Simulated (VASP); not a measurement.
BAs:

```
B As
1.0
     0.00000    2.39000    2.39000
     2.39000    0.00000    2.39000
     2.39000    2.39000    0.00000
B As
1 1
Cartesian
  0.0000 0.0000 0.0000
  1.1950 1.1950 1.1950
```

```yaml
Program: VASP 6.6.1
Task: relaxation of cell and atoms
Functional: LDA
Potentials_or_basis: VASP PAW LDA potentials, release 64 (B, As)
Cutoff: 500 eV
k_mesh: 4 × 4 × 4
Occupations: gaussian, width 0.01 eV
Spin: no spin polarisation
```

At the start: pressure -2.8 GPa; volume 13.65 Å³/atom.

Question: Where does the relaxation end?

Answer: Over 3 steps the energy falls by 2.3 meV/atom and the volume is 13.39 Å³/atom (-1.9 %); space group F-43m (No. 216, to 0.05 Å).

The path:
```tsv
step	energy change (eV)	largest force (eV/Å)	pressure (GPa)	volume (Å³)
1	0.0000	0.0000	-2.78	27.30
2	-0.0020	0.0000	2.25	26.38
3	-0.0047	0.0000	-0.01	26.77
```

Final structure:
```cif
data_structure
_symmetry_space_group_name_H-M 'P 1'
_symmetry_Int_Tables_number 1
_cell_length_a 3.3579
_cell_length_b 3.3579
_cell_length_c 3.3579
_cell_angle_alpha 60.000
_cell_angle_beta 60.000
_cell_angle_gamma 60.000
_cell_volume 26.77
loop_
_atom_site_label
_atom_site_type_symbol
_atom_site_fract_x
_atom_site_fract_y
_atom_site_fract_z
_atom_site_occupancy
B1 B 0.00000 0.00000 0.00000 1
As1 As 0.25000 0.25000 0.25000 1
```

Caveat: the k points lie up to 0.57 Å⁻¹ apart in the final cell.
